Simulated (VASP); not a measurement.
# BN (P6_3/mmc) in VASP: a series of runs, part 2 of 2

VASP 6.6.1. Earlier steps stand in the parts before.

## Step 5: Single point, PBEsol (strain +0.0300 x Voigt [0, 0, 1, 0, 0, 0])

Input file INCAR:

```
SYSTEM = BN
ALGO = Normal
EDIFF = 1E-7
ENCUT = 520
GGA = PS
ISIF = 2
ISMEAR = 0
LASPH = .TRUE.
LCHARG = .FALSE.
LREAL = .FALSE.
LWAVE = .FALSE.
NBANDS = 16
NELM = 80
PREC = Accurate
SIGMA = 0.05
```

Input file KPOINTS:

```
k-points
0
G
  12 12 4
  0 0 0
```

Input file POSCAR:

```
BN
1.0
    2.5043488457      0.0000000000      0.0000000000
   -1.2521744229      2.1688297203      0.0000000000
    0.0000000000      0.0000000000      7.2296685444
B N
2 2
Direct
    0.3333333333      0.6666666667      0.2500000000
    0.6666666667      0.3333333333      0.7500000000
    0.3333333333      0.6666666667      0.7500000000
    0.6666666667      0.3333333333      0.2500000000
```

Potentials or basis: VASP PAW PBE potentials, release 64 (B, N).

Command:

```sh
$ cat potpaw_PBE.64/B/POTCAR potpaw_PBE.64/N/POTCAR > POTCAR
$ mpirun -np 1 vasp_std > vasp.out
```

OUTCAR:

```text
SYSTEM = BN
   EDIFF = 1E-7
   ENCUT = 520
   GGA = PS
   ISIF = 2
   ISMEAR = 0
   LASPH = .TRUE.
   LREAL = .FALSE.
   NELM = 80
   PREC = Accurate

 ion  position               nearest neighbor table
   1  0.333  0.667  0.250-   4 1.45   4 1.45   4 1.45
   2  0.667  0.333  0.750-   3 1.45   3 1.45   3 1.45
   3  0.333  0.667  0.750-   2 1.45   2 1.45   2 1.45
   4  0.667  0.333  0.250-   1 1.45   1 1.45   1 1.45

  LATTYP: Found a hexagonal cell.
 ALAT       =     2.5043488457
 C/A-ratio  =     2.8868456393

  Lattice vectors:

 A1 = (   2.5043488457,   0.0000000000,   0.0000000000)
 A2 = (  -1.2521744229,   2.1688297203,   0.0000000000)
 A3 = (   0.0000000000,   0.0000000000,   7.2296685444)

Analysis of symmetry for initial positions (statically):
=====================================================================
 Subroutine PRICEL returns:
 Original cell was already a primitive cell.

 Routine SETGRP: Setting up the symmetry group for a
 hexagonal supercell.

 Subroutine GETGRP returns: Found 24 space group operations
 (whereof 12 operations were pure point group operations)
 out of a pool of 24 trial point group operations.

The static configuration has the point symmetry D_3d.
 The point group associated with its full space group is D_6h.

Analysis of symmetry for dynamics (positions and initial velocities):
=====================================================================
 Subroutine PRICEL returns:
 Original cell was already a primitive cell.

 Routine SETGRP: Setting up the symmetry group for a
 hexagonal supercell.

 Subroutine GETGRP returns: Found 24 space group operations
 (whereof 12 operations were pure point group operations)
 out of a pool of 24 trial point group operations.

The dynamic configuration has the point symmetry D_3d.
 The point group associated with its full space group is D_6h.

 Subroutine INISYM returns: Found 24 space group operations
 (whereof 12 operations are pure point group operations),
 and found     1 'primitive' translations

----------------------------------------------------------------------------------------

                                     Primitive cell

  volume of cell :      39.2680

  direct lattice vectors                    reciprocal lattice vectors
     2.504348846  0.000000000  0.000000000     0.399305393  0.230539076  0.000000000
    -1.252174423  2.168829720  0.000000000     0.000000000  0.461078152  0.000000000
     0.000000000  0.000000000  7.229668544     0.000000000  0.000000000  0.138318928

  length of vectors
     2.504348846  2.504348846  7.229668544     0.461078152  0.461078152  0.138318928

  position of ions in fractional coordinates (direct lattice)
     0.333333333  0.666666667  0.250000000
     0.666666667  0.333333333  0.750000000
     0.333333333  0.666666667  0.750000000
     0.666666667  0.333333333  0.250000000

  ion indices of the primitive-cell ions
   primitive index   ion index
                 1           1
                 2           2
                 3           3
                 4           4

----------------------------------------------------------------------------------------

 KPOINTS: k-points

Automatic generation of k-mesh.
 Grid dimensions read from file:
 generate k-points for:   12   12    4

 Generating k-lattice:

  Cartesian coordinates                     Fractional coordinates (reciprocal lattice)
     0.033275449  0.019211590  0.000000000     0.083333333  0.000000000  0.000000000
     0.000000000  0.038423179  0.000000000     0.000000000  0.083333333  0.000000000
     0.000000000  0.000000000  0.034579732     0.000000000  0.000000000  0.250000000

  Length of vectors
     0.038423179  0.038423179  0.034579732

  Shift w.r.t. Gamma in fractional coordinates (k-lattice)
     0.000000000  0.000000000  0.000000000

 Subroutine IBZKPT returns following result:
 ===========================================

 Found     57 irreducible k-points:

 Following reciprocal coordinates:
            Coordinates               Weight
  0.000000  0.000000  0.000000      1.000000
  0.083333  0.000000  0.000000      6.000000
  0.166667  0.000000  0.000000      6.000000
  0.250000 -0.000000  0.000000      6.000000
  0.333333 -0.000000  0.000000      6.000000
  0.416667 -0.000000  0.000000      6.000000
[... 16 lines left out ...]
  0.250000 -0.000000  0.250000     12.000000
  0.333333 -0.000000  0.250000     12.000000
 [... further k-points ...]
   k-points           NKPTS =     57   k-points in BZ     NKDIM =     57   number of bands    NBANDS=     16
   number of dos      NEDOS =    301   number of ions     NIONS =      4
   total plane-waves  NPLWV =  21600
   dimension x,y,z NGX =    20 NGY =   20 NGZ =   54
   dimension x,y,z NGXF=    40 NGYF=   40 NGZF=  108
   ions per type =               2   2
   NGX,Y,Z   is equivalent  to a cutoff of  13.28, 13.28, 12.42 a.u.
   NGXF,Y,Z  is equivalent  to a cutoff of  26.55, 26.55, 24.83 a.u.
 SYSTEM =  BN
   PREC   = accura    normal or accurate (medium, high low for compatibility)
   ISTART =      0    job   : 0-new  1-cont  2-samecut
   ICHARG =      2    charge: 1-file 2-atom 10-const
   ISPIN  =      1    spin polarized calculation?
   LNONCOLLINEAR =      F non collinear calculations
   LSORBIT =      F    spin-orbit coupling
   LASPH  =      T    aspherical Exc in radial PAW
   ENCUT  =  520.0 eV  38.22 Ry    6.18 a.u.   4.66  4.66 13.44*2*pi/ulx,y,z
   NELM   =     80;   NELMIN=  2; NELMDL= -5     # of ELM steps
   EDIFF  = 0.1E-06   stopping-criterion for ELM
   LREAL  =      F    real-space projection
   EDIFFG = 0.1E-05   stopping-criterion for IOM
   NSW    =      0    number of steps for IOM
   IBRION =     -1    ionic relax: 0-MD 1-quasi-New 2-CG
   NFREE  =      0    steps in history (QN), initial steepest desc. (CG)
   ISIF   =      2    stress and relaxation
   ISYM   =      2    0-nonsym 1-usesym 2-fastsym
   POTIM  = 0.5000    time-step for ionic-motion
   TEBEG  =    0.0;   TEEND  =   0.0 temperature during run
   PSTRESS=    0.0 pullay stress
   NELECT =      16.0000    total number of electrons
   NUPDOWN=      -1.0000    fix difference up-down
   EMIN   =  10.00;   EMAX   =-10.00  energy-range for DOS
   EFERMI =   0.00;   METHOD = LEGACY
   ISMEAR =     0;   SIGMA  =   0.05  broadening in eV -4-tet -1-fermi 0-gaus
   EFERMI_NEDOS =   21; number of points for ismear=-14 and -15
   IALGO  =     38    algorithm
   IMIX   =      4    mixing-type and parameters
     AMIX     =   0.40;   BMIX     =  1.00
     AMIX_MAG =   1.60;   BMIX_MAG =  1.00
  volume/ion in A,a.u.               =       9.82        66.25
  Fermi-wavevector in a.u.,A,eV,Ry     =   1.213674  2.293511 20.041434  1.473004
  Thomas-Fermi vector in A             =   2.349118
   LORBIT       =      0    0 simple, 1 ext, 2 COOP (PROOUT), +10 PAW based schemes
   GGA     = PS    functional components
   LHFCALC =     F    Hartree Fock is set to
   AEXX    =    0.0000 exact exchange contribution
   IVDW    =     0    specifies the selected vdW correction
   LEPSILON=     F    determine dielectric tensor
   LRPA    =     F    only Hartree local field effects (RPA)
 non-spin polarized calculation
 Gauss-broadening in eV      SIGMA  =   0.05
  energy-cutoff  :      520.00
  volume of cell :       39.27
 maximum number of plane-waves:      1083
 NGX is ok and might be reduce to    20
   NGX =  9   NGY =  9   NGZ = 27

 number of electron      15.9999998 magnetization

 Free energy of the ion-electron system (eV)
  ---------------------------------------------------
  ext. energy  EPLUGINS =         0.00000000
  ---------------------------------------------------
  free energy    TOTEN  =       -36.57028852 eV

  energy without entropy =      -36.57028852  energy(sigma->0) =      -36.57028852

 E-fermi :   1.8402     XC(G=0):  -9.7240

 val. band max:        1.5396967981   @ k =   0.3333   0.3333   0.5000
 cond. band min:       5.8477182238   @ k =   0.5000  -0.0000   0.0000
 fundamental gap:      4.3080214257
 Fermi energy:         1.8402450419

 k-point     1 :       0.0000    0.0000    0.0000
  band No.  band energies     occupation
      1     -16.1530      2.00000
      2     -15.9992      2.00000
      3      -4.4164      2.00000
      4      -3.0040      2.00000
      5       0.2298      2.00000
      6       0.2298      2.00000
[... 8 lines left out ...]
     15      13.1608      0.00000
     16      14.3962      0.00000
[... 420 lines left out ...]
  band No.  band energies     occupation
      1     -14.1594      2.00000
      2     -14.0831      2.00000
      3      -5.3346      2.00000
      4      -5.3100      2.00000
      5      -2.0296      2.00000
      6      -2.0105      2.00000
[... 8 lines left out ...]
     15      17.7837      0.00000
     16      19.7098      0.00000

 [... further k-points ...]
[... 5 lines left out ...]
  --------------------------------------------------------------------------------------
  -------------------------------------------------------------------------------------
  Total        0.1066211      0.1066211     -0.0819153     -0.0000000      0.0000000      0.0000000
  in kB        4.3502591      4.3502591     -3.3422347     -0.0000000      0.0000000      0.0000000
  external PRESSURE =       1.7860945 kB  Pullay stress =       0.0000000 kB

 VOLUME and BASIS-vectors are now :
 -----------------------------------------------------------------------------
  energy-cutoff  :      520.00
  volume of cell :       39.27
      direct lattice vectors                 reciprocal lattice vectors
     2.504348846  0.000000000  0.000000000     0.399305393  0.230539076  0.000000000
    -1.252174423  2.168829720  0.000000000     0.000000000  0.461078152  0.000000000
     0.000000000  0.000000000  7.229668544     0.000000000  0.000000000  0.138318928

 POSITION                                       TOTAL-FORCE (eV/Angst)
 -----------------------------------------------------------------------------------
     -0.00000      1.44589      1.80742         0.000000     -0.000000      0.000000
      1.25217      0.72294      5.42225        -0.000000     -0.000000      0.000000
     -0.00000      1.44589      5.42225        -0.000000      0.000000      0.000000
      1.25217      0.72294      1.80742         0.000000     -0.000000      0.000000
 -----------------------------------------------------------------------------------
    total drift:                               -0.000000      0.000000      0.000000

  FREE ENERGIE OF THE ION-ELECTRON SYSTEM (eV)
  ---------------------------------------------------
  free  energy   TOTEN  =       -36.5702885202 eV

  energy  without entropy=      -36.5702885202  energy(sigma->0) =      -36.57028852
```

Wall time 73 s (1 thread of Intel Xeon 8259CL, shared host); peak memory 0.17 GiB.

What came out:

```yaml
Free_energy: -36.5703 eV
Pressure: 0.2 GPa
Band_gap_on_the_k_mesh: 4.31 eV, indirect (least direct gap 4.60 eV)
```

Caveat: the cell differs from its parent crystal (strain +0.0300 x Voigt [0, 0, 1, 0, 0, 0]); the PAW data sets were made with another functional, which shifts forces and pressure a little; this functional lacks dispersion, which binds the layers, so the pressure and a relaxed spacing across them are unreliable. A k mesh can miss the band edges.

## Step 6: The runs side by side

```csv
cell,gap on the mesh (eV),pressure (GPa)
"a = 2.504, b = 2.504, c = 6.809 Å, angles 90.0, 90.0, 120.0°, 4 atoms",4.21,0.5
"a = 2.504, b = 2.504, c = 6.879 Å, angles 90.0, 90.0, 120.0°, 4 atoms",4.22,0.4
"a = 2.504, b = 2.504, c = 6.949 Å, angles 90.0, 90.0, 120.0°, 4 atoms",4.24,0.3
"a = 2.504, b = 2.504, c = 7.230 Å, angles 90.0, 90.0, 120.0°, 4 atoms",4.31,0.2
```

Alike in all rows: task single point; level PBEsol; potentials or basis VASP PAW PBE potentials, release 64 (B, N); no spin polarisation; k mesh 12 × 12 × 4; cutoff (eV) 520; smearing gaussian 0.05 eV.

Caveats: the PAW data sets were made with another functional, which shifts forces and pressure a little; this functional lacks dispersion, which binds the layers, so the pressure and a relaxed spacing across them are unreliable.

Total energies depend on the potentials used, so only differences within one code and one set of settings carry meaning.
